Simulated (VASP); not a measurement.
CuI:

```xyz
2
Lattice="0.0000 3.0120 3.0120 3.0120 0.0000 3.0120 3.0120 3.0120 0.0000" Properties=species:S:1:pos:R:3 pbc="T T T"
Cu    0.0000    0.0000    0.0000
I     1.5060    1.5060    1.5060
```

Base run:

| Property | Result |
| --- | --- |
| Program | VASP 6.6.1 |
| Functional | PBE |
| Potentials or basis | VASP PAW PBE potentials, release 64 (Cu, I) |
| Cutoff | 520 eV |
| k mesh | 8 × 8 × 8 |
| Occupations | fermi-dirac, width 0.02 eV |
| Spin | no spin polarisation |

Its results: pressure 1.2 GPa.

Question: The run is repeated on the same cell with these changes: spin from no spin polarisation to non-collinear spin, zero start, spin-orbit coupling; further incar settings from ALGO = Normal; EDIFF = 1e-07; NBANDS = 16 to ALGO = Normal; EDIFF = 1e-06; NBANDS = 30. What comes out?

Answer: Pressure 1.6 GPa; net moment 0.00 μB per cell.
